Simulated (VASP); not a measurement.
# NaF (Fm-3m) in VASP: a series of runs

Runs on NaF. Level: PBEsol. Tasks: elastic constants.

All numbers are computed with VASP 6.6.1; they aren't measurements. Logs are shortened: lines on timing, memory, paths and dates and some standing lists are left out, and cuts for length are marked.

### 1 The cell of the first run

It takes space group Fm-3m (No. 225, cubic). Conventional cell: a = 4.336 Å, b = 4.336 Å, c = 4.336 Å, α = 90.00°, β = 90.00°, γ = 90.00°. Na (site symmetry m-3m) has 6 F at 2.17 Å within 2.9 Å. Within 2.9 Å of F (site symmetry m-3m) lie 6 Na at 2.17 Å.

### 2 Elastic constants, PBEsol

INCAR

```
SYSTEM = NaF
ALGO = Normal
EDIFF = 1E-8
ENCUT = 600
GGA = PS
IBRION = 6
ISIF = 3
ISMEAR = 0
LASPH = .TRUE.
LCHARG = .TRUE.
LREAL = .FALSE.
LWAVE = .FALSE.
NELM = 60
NFREE = 2
NSW = 1
POTIM = 0.015
PREC = Accurate
SIGMA = 0.01
```

KPOINTS

```
k-points
0
G
  8 8 8
  0 0 0
```

POSCAR

```
NaF
1.0
    0.0000000000      2.1681093518      2.1681093518
    2.1681093518      0.0000000000      2.1681093518
    2.1681093518      2.1681093518      0.0000000000
Na F
1 1
Direct
    0.0000000000      0.0000000000      0.0000000000
    0.5000000000      0.5000000000      0.5000000000
```

Potentials or basis: VASP PAW PBE potentials, release 64 (Na_pv, F).

Command:

```bash
$ cat potpaw_PBE.64/Na_pv/POTCAR potpaw_PBE.64/F/POTCAR > POTCAR
$ mpirun -np 1 vasp_std > vasp.out
```

OUTCAR:

```text
SYSTEM = NaF
   EDIFF = 1E-8
   ENCUT = 600
   GGA = PS
   IBRION = 6
   ISIF = 3
   ISMEAR = 0
   LASPH = .TRUE.
   LREAL = .FALSE.
   NELM = 60
   NFREE = 2
   NSW = 1
   POTIM = 0.015
   PREC = Accurate

 ion  position               nearest neighbor table
   1  0.000  0.000  0.000-   2 2.17   2 2.17   2 2.17   2 2.17   2 2.17   2 2.17
   2  0.500  0.500  0.500-   1 2.17   1 2.17   1 2.17   1 2.17   1 2.17   1 2.17

  LATTYP: Found a face centered cubic cell.
 ALAT       =     4.3362187036

  Lattice vectors:

 A1 = (   0.0000000000,   2.1681093518,   2.1681093518)
 A2 = (   2.1681093518,   0.0000000000,   2.1681093518)
 A3 = (   2.1681093518,   2.1681093518,   0.0000000000)

Analysis of symmetry for initial positions (statically):
=====================================================================
 Subroutine PRICEL returns:
 Original cell was already a primitive cell.

 Routine SETGRP: Setting up the symmetry group for a
 face centered cubic supercell.

 Subroutine GETGRP returns: Found 48 space group operations
 (whereof 48 operations were pure point group operations)
 out of a pool of 48 trial point group operations.

The static configuration has the point symmetry O_h .

Analysis of symmetry for dynamics (positions and initial velocities):
=====================================================================
 Subroutine PRICEL returns:
 Original cell was already a primitive cell.

 Routine SETGRP: Setting up the symmetry group for a
 face centered cubic supercell.

 Subroutine GETGRP returns: Found 48 space group operations
 (whereof 48 operations were pure point group operations)
 out of a pool of 48 trial point group operations.

The dynamic configuration has the point symmetry O_h .

 Subroutine INISYM returns: Found 48 space group operations
 (whereof 48 operations are pure point group operations),
 and found     1 'primitive' translations

----------------------------------------------------------------------------------------

                                     Primitive cell

  volume of cell :      20.3833

  direct lattice vectors                    reciprocal lattice vectors
     0.000000000  2.168109352  2.168109352    -0.230615674  0.230615674  0.230615674
     2.168109352  0.000000000  2.168109352     0.230615674 -0.230615674  0.230615674
     2.168109352  2.168109352  0.000000000     0.230615674  0.230615674 -0.230615674

  length of vectors
     3.066169650  3.066169650  3.066169650     0.399438065  0.399438065  0.399438065

  position of ions in fractional coordinates (direct lattice)
     0.000000000  0.000000000  0.000000000
     0.500000000  0.500000000  0.500000000

  ion indices of the primitive-cell ions
   primitive index   ion index
                 1           1
                 2           2

----------------------------------------------------------------------------------------

 KPOINTS: k-points

Automatic generation of k-mesh.
 Grid dimensions read from file:
 generate k-points for:    8    8    8

 Generating k-lattice:

  Cartesian coordinates                     Fractional coordinates (reciprocal lattice)
    -0.028826959  0.028826959  0.028826959     0.125000000  0.000000000  0.000000000
     0.028826959 -0.028826959  0.028826959     0.000000000  0.125000000  0.000000000
     0.028826959  0.028826959 -0.028826959     0.000000000  0.000000000  0.125000000

  Length of vectors
     0.049929758  0.049929758  0.049929758

  Shift w.r.t. Gamma in fractional coordinates (k-lattice)
     0.000000000  0.000000000  0.000000000

 Subroutine IBZKPT returns following result:
 ===========================================

 Found     29 irreducible k-points:

 Following reciprocal coordinates:
            Coordinates               Weight
  0.000000  0.000000  0.000000      1.000000
  0.125000  0.000000  0.000000      8.000000
  0.250000  0.000000  0.000000      8.000000
  0.375000  0.000000  0.000000      8.000000
[... 50 lines left out ...]
   NELECT =      14.0000    total number of electrons
   NUPDOWN=      -1.0000    fix difference up-down
   EMIN   =  10.00;   EMAX   =-10.00  energy-range for DOS
   EFERMI =   0.00;   METHOD = LEGACY
   ISMEAR =     0;   SIGMA  =   0.01  broadening in eV -4-tet -1-fermi 0-gaus
   EFERMI_NEDOS =   21; number of points for ismear=-14 and -15
   IALGO  =     38    algorithm
   IMIX   =      4    mixing-type and parameters
     AMIX     =   0.40;   BMIX     =  1.00
     AMIX_MAG =   1.60;   BMIX_MAG =  1.00
  volume/ion in A,a.u.               =      10.19        68.78
  Fermi-wavevector in a.u.,A,eV,Ry     =   1.444418  2.729555 28.386438  2.086344
  Thomas-Fermi vector in A             =   2.562715
   LORBIT       =      0    0 simple, 1 ext, 2 COOP (PROOUT), +10 PAW based schemes
   GGA     = PS    functional components
   LHFCALC =     F    Hartree Fock is set to
   AEXX    =    0.0000 exact exchange contribution
   IVDW    =     0    specifies the selected vdW correction
   LEPSILON=     F    determine dielectric tensor
   LRPA    =     F    only Hartree local field effects (RPA)
 finite differences with symmetry
 non-spin polarized calculation
 Gauss-broadening in eV      SIGMA  =   0.01
  energy-cutoff  :      600.00
  volume of cell :       20.38
 maximum number of plane-waves:       701
   NGX = 13   NGY = 13   NGZ = 13

--------------------------------------- Ionic step        1  -------------------------------------------

 number of electron      13.9999982 magnetization

 Free energy of the ion-electron system (eV)
  ---------------------------------------------------
  ext. energy  EPLUGINS =         0.00000000
  ---------------------------------------------------
  free energy    TOTEN  =        -8.58695991 eV

  energy without entropy =       -8.58695991  energy(sigma->0) =       -8.58695991

------------------------ aborting loop because EDIFF is reached ----------------------------------------

  FORCE on cell =-STRESS in cart. coord.  units (eV):
  Direction    XX          YY          ZZ          XY          YZ          ZX
  --------------------------------------------------------------------------------------
  -------------------------------------------------------------------------------------
  Total        1.9418268      1.9418268      1.9418268      0.0000000      0.0000000      0.0000000
  in kB      152.6326829    152.6326829    152.6326829      0.0000000      0.0000000      0.0000000
  external PRESSURE =     152.6326829 kB  Pullay stress =       0.0000000 kB
[... 89 lines left out ...]
  FREE ENERGIE OF THE ION-ELECTRON SYSTEM (eV)
  ---------------------------------------------------
  free  energy   TOTEN  =        -8.5539449654 eV

  energy  without entropy=       -8.5539449654  energy(sigma->0) =       -8.55394497

[... ionic steps 4 to 14 ...]

--------------------------------------- Ionic step       15  -------------------------------------------

 number of electron      13.9999987 magnetization

------------------------ aborting loop because EDIFF is reached ----------------------------------------
[... 67 lines left out ...]
--------------------------------------- Ionic step       17  -------------------------------------------

 number of electron      13.9999987 magnetization

 Free energy of the ion-electron system (eV)
  ---------------------------------------------------
  ext. energy  EPLUGINS =         0.00000000
  ---------------------------------------------------
  free energy    TOTEN  =        -8.58637168 eV

  energy without entropy =       -8.58637168  energy(sigma->0) =       -8.58637168

 E-fermi :  -1.1156     XC(G=0): -10.3724

 val. band max:       -1.1769388009   @ k =   0.0000   0.0000   0.0000
 cond. band min:       6.1661069933   @ k =   0.0000   0.0000   0.0000
 fundamental gap:      7.3430457942
 Fermi energy:        -1.1155581103

 k-point     1 :       0.0000    0.0000    0.0000
  band No.  band energies     occupation
      1     -20.6420      2.00000
      2     -19.4100      2.00000
      3     -19.4100      2.00000
      4     -19.4097      2.00000
      5      -1.1770      2.00000
      6      -1.1770      2.00000
      7      -1.1769      2.00000
      8       6.1661      0.00000
      9      19.0571      0.00000
     10      19.0576      0.00000
     11      19.0576      0.00000
[... 309 lines left out ...]
 k-point    24 :      -0.3750    0.2500    0.1250
  band No.  band energies     occupation
      1     -20.9776      2.00000
      2     -19.5194      2.00000
      3     -19.4710      2.00000
      4     -18.7988      2.00000
      5      -2.9075      2.00000
      6      -1.9516      2.00000
      7      -1.6541      2.00000
      8      11.7833      0.00000
      9      13.0143      0.00000
     10      18.0380      0.00000
     11      20.1121      0.00000

 [... further k-points ...]
[... 5 lines left out ...]
  --------------------------------------------------------------------------------------
  -------------------------------------------------------------------------------------
  Total        1.9489752      1.9410722      1.9410722     -0.0000000      0.0000000      0.0000000
  in kB      153.1945616    152.5733635    152.5733635     -0.0000000      0.0000000      0.0000000
  external PRESSURE =     152.7804295 kB  Pullay stress =       0.0000000 kB
[... 17 lines left out ...]
  FREE ENERGIE OF THE ION-ELECTRON SYSTEM (eV)
  ---------------------------------------------------
  free  energy   TOTEN  =        -8.5863716764 eV

  energy  without entropy=       -8.5863716764  energy(sigma->0) =       -8.58637168

 INTERNAL STRAIN TENSORS FROM STRAINED CELLS
 ============================================

 INTERNAL STRAIN TENSOR FOR ION    1 for displacements in x,y,z  (eV/Angst):
          X           Y           Z          XY          YZ          ZX
  --------------------------------------------------------------------------------
  x    -0.00000     0.00000     0.00000    -0.00000     0.00000    -0.00000
  y     0.00000    -0.00000    -0.00000     0.00000    -0.00000    -0.00000
  z     0.00000     0.00000     0.00000     0.00000    -0.00000     0.00000

 INTERNAL STRAIN TENSORS FROM DISPLACED ATOMS
 ============================================

 INTERNAL STRAIN TENSOR FOR ION    1 for displacements in x,y,z  (eV/Angst):
          X           Y           Z          XY          YZ          ZX
  --------------------------------------------------------------------------------
  x     0.00000     0.00000     0.00000     0.00000     0.00000     0.00000
  y     0.00000     0.00000     0.00000     0.00000     0.00000     0.00000
  z     0.00000     0.00000     0.00000     0.00000     0.00000     0.00000

 INTERNAL STRAIN TENSOR FOR ION    2 for displacements in x,y,z  (eV/Angst):
          X           Y           Z          XY          YZ          ZX
  --------------------------------------------------------------------------------
  x     0.00000     0.00000     0.00000     0.00000     0.00000     0.00000
  y     0.00000     0.00000     0.00000     0.00000     0.00000     0.00000
  z     0.00000     0.00000     0.00000     0.00000     0.00000     0.00000

 Eigenvectors and eigenvalues of the dynamical matrix
 ----------------------------------------------------

   1 f  =   11.116945 THz    69.849826 2PiTHz  370.821374 cm-1    45.975970 meV
             X         Y         Z           dx          dy          dz
      0.000000  0.000000  0.000000     0.000000    0.672964    0.000000
      2.168109  2.168109  2.168109     0.000000   -0.739675    0.000000
[... 21 lines left out ...]
   6 f/i=    0.004668 THz     0.029332 2PiTHz    0.155717 cm-1     0.019306 meV
             X         Y         Z           dx          dy          dz
      0.000000  0.000000  0.000000     0.000000    0.000000    0.739675
      2.168109  2.168109  2.168109     0.000000    0.000000    0.672964

--------------------------------------------------------------------------------------------------------

 ELASTIC MODULI CONTR FROM IONIC RELAXATION (kBar)
 Direction    XX          YY          ZZ          XY          YZ          ZX
 --------------------------------------------------------------------------------
 XX           0.0000      0.0000      0.0000      0.0000      0.0000      0.0000
 YY           0.0000      0.0000      0.0000      0.0000      0.0000      0.0000
 ZZ           0.0000      0.0000      0.0000      0.0000      0.0000      0.0000
 XY           0.0000      0.0000      0.0000      0.0000      0.0000      0.0000
 YZ           0.0000      0.0000      0.0000      0.0000      0.0000      0.0000
 ZX           0.0000      0.0000      0.0000      0.0000      0.0000      0.0000
 --------------------------------------------------------------------------------

 TOTAL ELASTIC MODULI (kBar)
 Direction    XX          YY          ZZ          XY          YZ          ZX
 --------------------------------------------------------------------------------
 XX        2420.9105    262.5158    262.5158      0.0000     -0.0000      0.0000
 YY         262.5158   2420.9105    262.5158      0.0000     -0.0000     -0.0000
 ZZ         262.5158    262.5158   2420.9105     -0.0000      0.0000     -0.0000
 XY           0.0000      0.0000     -0.0000    244.6260      0.0000     -0.0000
 YZ          -0.0000     -0.0000      0.0000      0.0000    244.6260      0.0000
 ZX           0.0000     -0.0000     -0.0000     -0.0000      0.0000    244.6260
 --------------------------------------------------------------------------------
```

Wall time 3.1 min (1 thread of AMD EPYC 7R13 (Zen 3), shared host); peak memory 0.15 GiB.

What came out:

| Item | Value |
| --- | --- |
| Elastic constants C11, C12, C44 | 242, 26, 24 GPa |
| Voigt bulk modulus | 98 GPa |
| Highest phonon frequency at Γ, LO-TO splitting left out | 371 cm⁻¹ |

Phonon frequencies in cm⁻¹ (negative: imaginary):
```tsv
q point	frequencies
(0.000, 0.000, 0.000)	0 0 0 371 371 371
```

Elastic tensor in Voigt notation (GPa, in the Cartesian axes of the cell as first typed):
```
242  26  26   0   0   0
 26 242  26   0   0   0
 26  26 242   0   0   0
  0   0   0  24   0   0
  0   0   0   0  24   0
  0   0   0   0   0  24
```

Clamped-ion elastic tensor (GPa):
```
242  26  26   0   0   0
 26 242  26   0   0   0
 26  26 242   0   0   0
  0   0   0  24   0   0
  0   0   0   0  24   0
  0   0   0   0   0  24
```

Caveat: the cell is under stress, which shifts elastic constants; the PAW data sets were made with another functional, which shifts forces and pressure a little.

### 3 Elastic constants, PBEsol

This run uses another cell than the first one, of 10.71 Å³/atom.

INCAR

```
SYSTEM = NaF
PREC = Accurate
ENCUT = 600
EDIFF = 1E-8
ISMEAR = 0
SIGMA = 0.01
LREAL = .False.
LASPH = .True.
NELM = 100
ALGO = Normal
ISIF = 3
LWAVE = .False.
LCHARG = .False.
GGA = PS
NBANDS = 14
IBRION = 6
NFREE = 2
POTIM = 0.015
NSW = 1
```

KPOINTS

```
regular mesh
0
Gamma
  8 8 8
  0 0 0
```

POSCAR

```
NaF
1.0
    0.0000000000      2.2042073840      2.2042073840
    2.2042073840      0.0000000000      2.2042073840
    2.2042073840      2.2042073840      0.0000000000
Na F
1 1
Direct
    0.0000000000      0.0000000000      0.0000000000
    0.5000000000      0.5000000000      0.5000000000
```

Potentials or basis: VASP PAW PBE potentials, release 64 (Na_pv, F).

Command:

```bash
$ cat potpaw_PBE.64/Na_pv/POTCAR potpaw_PBE.64/F/POTCAR > POTCAR
$ mpirun -np 1 vasp_std > vasp.out
```

It took 6.1 min on 1 thread of AMD EPYC 7R13 (Zen 3), shared host; peak memory 0.18 GiB.

It converged, with:

| Quantity | Value |
| --- | --- |
| Elastic constants C11, C12, C44 | 198, 25, 26 GPa |
| Voigt bulk modulus | 83 GPa |
| Highest phonon frequency at Γ, LO-TO splitting left out | 337 cm⁻¹ |

Phonon frequencies in cm⁻¹ (negative: imaginary):
| q point | frequencies |
| --- | --- |
| (0.000, 0.000, 0.000) | 0 0 0 337 337 337 |

Elastic tensor in Voigt notation (GPa, in the Cartesian axes of the cell as first typed):
```
198  25  25   0   0   0
 25 198  25   0   0   0
 25  25 198   0   0   0
  0   0   0  26   0   0
  0   0   0   0  26   0
  0   0   0   0   0  26
```

Clamped-ion elastic tensor (GPa):
```
198  25  25   0   0   0
 25 198  25   0   0   0
 25  25 198   0   0   0
  0   0   0  26   0   0
  0   0   0   0  26   0
  0   0   0   0   0  26
```

Caveat: the cell is under stress, which shifts elastic constants; the PAW data sets were made with another functional, which shifts forces and pressure a little.
